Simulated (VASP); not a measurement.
BeSi, 4 atoms in the cell. The structure is tetragonal, space group I-4m2 (No. 119). Conventional cell: a = 4.075 Å, b = 4.075 Å, c = 7.192 Å, α = 90.00°, β = 90.00°, γ = 90.00°. Be (site symmetry 2mm) has 1 Be at 2.08 Å and 3 Si at 2.17 to 2.56 Å within 2.7 Å. Within 3.4 Å of Si (site symmetry -4m2) lie 10 Be at 2.56 to 3.06 Å and 4 Si at 2.72 Å. Within 2.9 Å of Si (site symmetry -4m2) lie 4 Be at 2.17 Å and 4 Si at 2.72 Å. The cell was generated, and may not be a known phase.

| Quantity | Value |
| --- | --- |
| Program | VASP 6.6.1 |
| Task | single point |
| Functional | PBE |
| Potentials or basis | VASP PAW PBE potentials, release 64 (Be, Si) |
| Cutoff | 520 eV |
| k mesh | 6 × 6 × 6 |
| Occupations | gaussian, width 0.1 eV |
| Spin | no spin polarisation |
| Dipole correction | no |
| Further INCAR settings | ALGO = Normal; EDIFF = 1e-07; NBANDS = 14 |

Potentials or basis: VASP PAW PBE potentials, release 64 (Be, Si).

Command:

```console
$ cat potpaw_PBE.64/Be/POTCAR potpaw_PBE.64/Si/POTCAR > POTCAR
$ mpirun -np 1 vasp_std > vasp.out
```

Hardware: 1 thread of AMD EPYC 9R14 (Zen 4), on a shared host.

Task: Estimate the wall time of this run.

Result: Wall time 23 s on 1 thread of AMD EPYC 9R14 (Zen 4), with other jobs on the host, peak memory 0.17 GiB. Counts: scf iterations 14, k points 30.
